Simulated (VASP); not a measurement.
# Ga16HN16 (a cell with a defect) in VASP: a series of runs

Runs on Ga16HN16 (a cell with a defect). Level: PBE. Tasks: single point.

Everything below comes from runs of VASP 6.6.1. Logs are shortened: lines on timing, memory, paths and dates and some standing lists are left out, and cuts for length are marked.

## Step 1: The cell of the first run

The cell holds a defect, 33 atoms: a = 7.878 Å, b = 7.878 Å, c = 7.878 Å, α = 109.47°, β = 109.47°, γ = 109.47°.

## Step 2: Single point, PBE, collinear spin (with an interstitial atom, then relaxed in part)

INCAR reads:

```
ALGO = Normal ; EDIFF = 1E-6
ENCUT = 520 ; GGA = PE
GGA_COMPAT = False ; ISIF = 2
ISMEAR = 0 ; ISPIN = 2
LASPH = True ; LCHARG = False
LORBIT = 11 ; LREAL = Auto
LWAVE = False ; MAGMOM = 0 0.091 0 0 0 0 0 0 0 0 0.091 0.091 0 0.091 0 0 0 0 0 0 0 0.091 0.091 0.091 0 0 0.091 0.091 0 0.091 0 0 0.091
NBANDS = 170 ; NELM = 200
PREC = Accurate ; SIGMA = 0.01
```

KPOINTS reads:

```
Automatic mesh
0
Gamma
  2 2 2
  0.5 0.5 0.5
```

POSCAR reads:

```
Ga16HN16
1.0
   -4.5484769755      4.5484769755      4.5484769755
    4.5484769755     -4.5484769755      4.5484769755
    4.5484769755      4.5484769755     -4.5484769755
Ga N H
16 16 1
Direct
    0.5005805476     -0.0010865011      0.5005805476
    0.4994878278      0.2500000000      0.2500000000
    0.5005805476      0.5005805476     -0.0010865011
    0.7516670488      0.7516670488      0.5010865011
    0.5010865011      0.7516670488      0.7516670488
    0.7483329512     -0.0005805476      0.2500000000
    0.7483329512      0.2500000000     -0.0005805476
   -0.0010865011      0.5005805476      0.5005805476
    0.7516670488      0.5010865011      0.7516670488
   -0.0005805476      0.7483329512      0.2500000000
    0.0005121722      0.0005121722      0.0005121722
    0.2500000000      0.2500000000      0.4994878278
   -0.0005805476      0.2500000000      0.7483329512
    0.2500000000      0.4994878278      0.2500000000
    0.2500000000      0.7483329512     -0.0005805476
    0.2500000000     -0.0005805476      0.7483329512
    0.7500000000      0.0000000000      0.5000000000
    0.7499021603      0.2500000000      0.2500000000
    0.7500000000      0.5000000000      0.0000000000
    0.0000000000      0.7500000000      0.5000000000
    0.7500978397      0.7500978397      0.7500978397
   -0.0039789671     -0.0039789671      0.2500000000
   -0.0039789671      0.2500000000     -0.0039789671
    0.2500000000      0.5039789671      0.5039789671
    0.0000000000      0.5000000000      0.7500000000
    0.2500000000      0.7499021603      0.2500000000
    0.2500000000     -0.0039789671     -0.0039789671
    0.5039789671      0.2500000000      0.5039789671
    0.2500000000      0.2500000000      0.7499021603
    0.5039789671      0.5039789671      0.2500000000
    0.5000000000      0.7500000000      0.0000000000
    0.5000000000      0.0000000000      0.7500000000
    0.2500000000      0.2500000000      0.2500000000
```

Potentials or basis: VASP PAW PBE potentials, release 64 (Ga_d, N, H).

The run is started by

```bash
cat potpaw_PBE.64/Ga_d/POTCAR potpaw_PBE.64/N/POTCAR potpaw_PBE.64/H/POTCAR > POTCAR
mpirun -np 1 vasp_std > vasp.out
```

OUTCAR:

```text
EDIFF = 1E-6
   ENCUT = 520
   GGA = PE
   ISIF = 2
   ISMEAR = 0
   ISPIN = 2
   LASPH = True
   LORBIT = 11
   LREAL = Auto
   NELM = 200
   PREC = Accurate

 ion  position               nearest neighbor table
   1  0.501  0.999  0.501-  28 1.96  17 1.96  32 1.96  26 1.97
   2  0.499  0.250  0.250-  18 1.97  27 1.99  28 1.99  30 1.99
   3  0.501  0.501  0.999-  30 1.96  19 1.96  31 1.96  29 1.97
   4  0.752  0.752  0.501-  30 1.96  20 1.96  17 1.96  21 1.97
   5  0.501  0.752  0.752-  24 1.96  31 1.96  32 1.96  21 1.97
   6  0.748  0.999  0.250-  22 1.96  17 1.96  31 1.96  18 1.97
[... 24 lines left out ...]
  31  0.500  0.750  0.000-   5 1.96   6 1.96  15 1.96   3 1.96
  32  0.500  0.000  0.750-   5 1.96   7 1.96  16 1.96   1 1.96
  33  0.250  0.250  0.250-

  LATTYP: Found a body centered cubic cell.
 ALAT       =     9.0969539510

  Lattice vectors:

 A1 = (  -4.5484769755,   4.5484769755,   4.5484769755)
 A2 = (   4.5484769755,  -4.5484769755,   4.5484769755)
 A3 = (   4.5484769755,   4.5484769755,  -4.5484769755)

Analysis of symmetry for initial positions (statically):
=====================================================================
 Subroutine PRICEL returns:
 Original cell was already a primitive cell.

 Routine SETGRP: Setting up the symmetry group for a
 body centered cubic supercell.

 Subroutine GETGRP returns: Found 24 space group operations
 (whereof  6 operations were pure point group operations)
 out of a pool of 48 trial point group operations.

The static configuration has the point symmetry C_3v.
 The point group associated with its full space group is T_d .

Analysis of symmetry for dynamics (positions and initial velocities):
=====================================================================
 Subroutine PRICEL returns:
 Original cell was already a primitive cell.

 Routine SETGRP: Setting up the symmetry group for a
 body centered cubic supercell.

 Subroutine GETGRP returns: Found 24 space group operations
 (whereof  6 operations were pure point group operations)
 out of a pool of 48 trial point group operations.

The dynamic configuration has the point symmetry C_3v.
 The point group associated with its full space group is T_d .

Analysis of structural, dynamic, and magnetic symmetry:
=====================================================================
 Subroutine PRICEL returns:
 Original cell was already a primitive cell.

 Routine SETGRP: Setting up the symmetry group for a
 body centered cubic supercell.

 Subroutine GETGRP returns: Found 24 space group operations
 (whereof  6 operations were pure point group operations)
 out of a pool of 48 trial point group operations.

The overall configuration has the point symmetry C_3v.
 The point group associated with its full space group is T_d .

 Subroutine INISYM returns: Found 24 space group operations
 (whereof  6 operations are pure point group operations),
 and found     1 'primitive' translations

----------------------------------------------------------------------------------------

                                     Primitive cell

  volume of cell :     376.4073

  direct lattice vectors                    reciprocal lattice vectors
    -4.548476975  4.548476975  4.548476975     0.000000000  0.109926906  0.109926906
     4.548476975 -4.548476975  4.548476975     0.109926906  0.000000000  0.109926906
     4.548476975  4.548476975 -4.548476975     0.109926906  0.109926906  0.000000000

  length of vectors
     7.878193219  7.878193219  7.878193219     0.155460121  0.155460121  0.155460121

  position of ions in fractional coordinates (direct lattice)
     0.500580548  0.998913499  0.500580548
     0.499487828  0.250000000  0.250000000
     0.500580548  0.500580548  0.998913499
     0.751667049  0.751667049  0.501086501
     0.501086501  0.751667049  0.751667049
     0.748332951  0.999419452  0.250000000
[... 25 lines left out ...]
     0.500000000  0.000000000  0.750000000
     0.250000000  0.250000000  0.250000000

  ion indices of the primitive-cell ions
   primitive index   ion index
[... 65 lines left out ...]
   number of dos      NEDOS =    301   number of ions     NIONS =     33
   total plane-waves  NPLWV = 216000
   dimension x,y,z NGX =    60 NGY =   60 NGZ =   60
   dimension x,y,z NGXF=   120 NGYF=  120 NGZF=  120
   ions per type =              16  16   1
   NGX,Y,Z   is equivalent  to a cutoff of  12.66, 12.66, 12.66 a.u.
   NGXF,Y,Z  is equivalent  to a cutoff of  25.32, 25.32, 25.32 a.u.
 SYSTEM =  unknown system
   PREC   = accura    normal or accurate (medium, high low for compatibility)
   ISTART =      0    job   : 0-new  1-cont  2-samecut
   ICHARG =      2    charge: 1-file 2-atom 10-const
   ISPIN  =      2    spin polarized calculation?
   LNONCOLLINEAR =      F non collinear calculations
   LSORBIT =      F    spin-orbit coupling
   LASPH  =      T    aspherical Exc in radial PAW
   ENCUT  =  520.0 eV  38.22 Ry    6.18 a.u.  14.65 14.65 14.65*2*pi/ulx,y,z
   NELM   =    200;   NELMIN=  2; NELMDL= -5     # of ELM steps
   EDIFF  = 0.1E-05   stopping-criterion for ELM
   LREAL  =      T    real-space projection
   EDIFFG = 0.1E-04   stopping-criterion for IOM
   NSW    =      0    number of steps for IOM
   IBRION =     -1    ionic relax: 0-MD 1-quasi-New 2-CG
   NFREE  =      0    steps in history (QN), initial steepest desc. (CG)
   ISIF   =      2    stress and relaxation
   ISYM   =      2    0-nonsym 1-usesym 2-fastsym
   POTIM  = 0.5000    time-step for ionic-motion
   TEBEG  =    0.0;   TEEND  =   0.0 temperature during run
   PSTRESS=    0.0 pullay stress
   NELECT =     289.0000    total number of electrons
   NUPDOWN=      -1.0000    fix difference up-down
   EMIN   =  10.00;   EMAX   =-10.00  energy-range for DOS
   EFERMI =   0.00;   METHOD = LEGACY
   ISMEAR =     0;   SIGMA  =   0.01  broadening in eV -4-tet -1-fermi 0-gaus
   EFERMI_NEDOS =   21; number of points for ismear=-14 and -15
   IALGO  =     38    algorithm
   IMIX   =      4    mixing-type and parameters
     AMIX     =   0.40;   BMIX     =  1.00
     AMIX_MAG =   1.60;   BMIX_MAG =  1.00
  volume/ion in A,a.u.               =      11.41        76.97
  Fermi-wavevector in a.u.,A,eV,Ry     =   1.499068  2.832829 30.575094  2.247206
  Thomas-Fermi vector in A             =   2.610746
   LORBIT       =     11    0 simple, 1 ext, 2 COOP (PROOUT), +10 PAW based schemes
   GGA     = PE    functional components
   LHFCALC =     F    Hartree Fock is set to
   AEXX    =    0.0000 exact exchange contribution
   IVDW    =     0    specifies the selected vdW correction
   LEPSILON=     F    determine dielectric tensor
   LRPA    =     F    only Hartree local field effects (RPA)
 spin polarized calculation
 Gauss-broadening in eV      SIGMA  =   0.01
  energy-cutoff  :      520.00
  volume of cell :      376.41
 maximum number of plane-waves:     10168
 NGX is ok and might be reduce to    60
   NGX = 29   NGY = 29   NGZ = 29

 number of electron     289.0000229 magnetization       0.9999999

 Free energy of the ion-electron system (eV)
  ---------------------------------------------------
  ext. energy  EPLUGINS =         0.00000000
  ---------------------------------------------------
  free energy    TOTEN  =      -195.01957870 eV

  energy without entropy =     -195.01957870  energy(sigma->0) =     -195.01957870

 E-fermi :   5.3478     XC(G=0): -11.5626

 val. band max:        5.2400363021   @ k =  -0.2500   0.2500   0.2500
 cond. band min:       6.1419226255   @ k =   0.2500   0.2500   0.2500
 fundamental gap:      0.9018863235
 Fermi energy:         5.3477510393

 spin component 1

 k-point     1 :       0.2500    0.2500    0.2500
  band No.  band energies     occupation
      1     -10.2344      1.00000
      2     -10.2136      1.00000
      3     -10.2136      1.00000
      4     -10.2136      1.00000
      5      -9.8084      1.00000
      6      -9.8084      1.00000
[... 307 lines left out ...]
    155      10.2608      0.00000
    156      10.2994      0.00000
 Fermi energy:         5.3477510393

 spin component 2

 k-point     1 :       0.2500    0.2500    0.2500
  band No.  band energies     occupation
      1     -10.1920      1.00000
      2     -10.1920      1.00000
      3     -10.1920      1.00000
      4     -10.1665      1.00000
      5      -9.7998      1.00000
      6      -9.7998      1.00000
[... 307 lines left out ...]
    155      10.2873      0.00000
    156      10.3137      0.00000
 [bands above 156 left out]

------------------------ aborting loop because EDIFF is reached ----------------------------------------

  FORCE on cell =-STRESS in cart. coord.  units (eV):
  Direction    XX          YY          ZZ          XY          YZ          ZX
  --------------------------------------------------------------------------------------
  -------------------------------------------------------------------------------------
  Total        3.5506009      3.5506009      3.5506009      0.0000000     -0.0000000      0.0000000
  in kB       15.1131311     15.1131311     15.1131311      0.0000000     -0.0000000      0.0000000
  external PRESSURE =      15.1131311 kB  Pullay stress =       0.0000000 kB

 VOLUME and BASIS-vectors are now :
 -----------------------------------------------------------------------------
  energy-cutoff  :      520.00
  volume of cell :      376.41
      direct lattice vectors                 reciprocal lattice vectors
    -4.548476975  4.548476975  4.548476975     0.000000000  0.109926906  0.109926906
     4.548476975 -4.548476975  4.548476975     0.109926906  0.000000000  0.109926906
     4.548476975  4.548476975 -4.548476975     0.109926906  0.109926906  0.000000000

 POSITION                                       TOTAL-FORCE (eV/Angst)
 -----------------------------------------------------------------------------------
      4.54354      0.01022      4.54354         0.004660     -0.013284      0.004660
      0.00233      2.27191      2.27191        -0.009741      0.009741      0.009741
      4.54354      4.54354      0.01022         0.004660      0.004660     -0.013284
      2.27918      2.27918      4.55870        -0.004660     -0.004660     -0.013284
      4.55870      2.27918      2.27918        -0.013284     -0.004660     -0.004660
      2.27918     -0.00494      6.81249        -0.004660      0.004660      0.013284
[... 25 lines left out ...]
      1.13712      5.68560     -1.13712        -0.000000      0.000000      0.000000
      1.13712      1.13712      1.13712        -0.000000      0.000000      0.000000
 -----------------------------------------------------------------------------------
    total drift:                                0.000089      0.000089      0.000087

  FREE ENERGIE OF THE ION-ELECTRON SYSTEM (eV)
  ---------------------------------------------------
  free  energy   TOTEN  =      -195.0195786994 eV

  energy  without entropy=     -195.0195786994  energy(sigma->0) =     -195.01957870

 total charge

# of ion       s       p       d       tot
------------------------------------------
    1        0.787   0.873  10.165  11.825
    2        0.778   0.854  10.161  11.793
    3        0.787   0.873  10.165  11.825
    4        0.787   0.873  10.165  11.825
    5        0.787   0.873  10.165  11.825
    6        0.787   0.873  10.165  11.825
[... 25 lines left out ...]
   32        1.226   2.502   0.000   3.728
   33        0.495   0.015   0.000   0.510
--------------------------------------------------
tot         32.697  53.799 162.628 249.125

 magnetization (x)

# of ion       s       p       d       tot
------------------------------------------
    1       -0.000   0.003   0.002   0.005
    2       -0.003  -0.005   0.013   0.004
    3       -0.000   0.003   0.002   0.005
    4       -0.000   0.003   0.002   0.005
    5       -0.000   0.003   0.002   0.005
    6       -0.000   0.003   0.002   0.005
[... 25 lines left out ...]
   32        0.000   0.008   0.000   0.008
   33        0.246   0.001   0.000   0.247
--------------------------------------------------
tot          0.262   0.360   0.072   0.693
```

Wall time 7.4 min (1 thread of Intel Xeon 6975P-C (Granite Rapids), shared host); peak memory 0.76 GiB.

Results:

```
Free energy                                           : -195.0196 eV
Pressure                                              : 1.5 GPa
Largest force                                         : 0.017 eV/Å
Band gap on the k mesh                                : 0.90 eV
Net moment                                            : 1.00 μB per cell
Site moments                                          : Ga +0.01, +0.00 (each value once); N +0.01, +0.00, +0.05 (each value once); H +0.25 μB
Valence electrons inside the program's atomic spheres : Ga 11.82, 11.79 (each value once); N 3.73, 3.72 (each value once); H 0.51
```

Forces in eV/Å, atoms in the order of the input:
```
Ga   0.005 -0.013  0.005
Ga  -0.010  0.010  0.010
Ga   0.005  0.005 -0.013
Ga  -0.005 -0.005 -0.013
Ga  -0.013 -0.005 -0.005
Ga  -0.005  0.005  0.013
Ga  -0.005  0.013  0.005
Ga  -0.013  0.005  0.005
Ga  -0.005 -0.013 -0.005
Ga   0.005 -0.005  0.013
Ga  -0.010 -0.010 -0.010
Ga   0.010  0.010 -0.010
Ga   0.005  0.013 -0.005
Ga   0.010 -0.010  0.010
Ga   0.013 -0.005  0.005
Ga   0.013  0.005 -0.005
N    0.000  0.000  0.000
N    0.010 -0.010 -0.010
N    0.000  0.000  0.000
N    0.000  0.000  0.000
N    0.010  0.010  0.010
N    0.000  0.000 -0.016
N    0.000 -0.016  0.000
N    0.016  0.000  0.000
N    0.000  0.000  0.000
N   -0.010  0.010 -0.010
N   -0.016  0.000  0.000
N    0.000  0.016  0.000
N   -0.010 -0.010  0.010
N    0.000  0.000  0.016
N    0.000  0.000  0.000
N    0.000  0.000  0.000
H    0.000  0.000  0.000
```

Caveat: the cell differs from its parent crystal (with an interstitial atom, then relaxed in part).

(Part 1 of 2 ends here.)
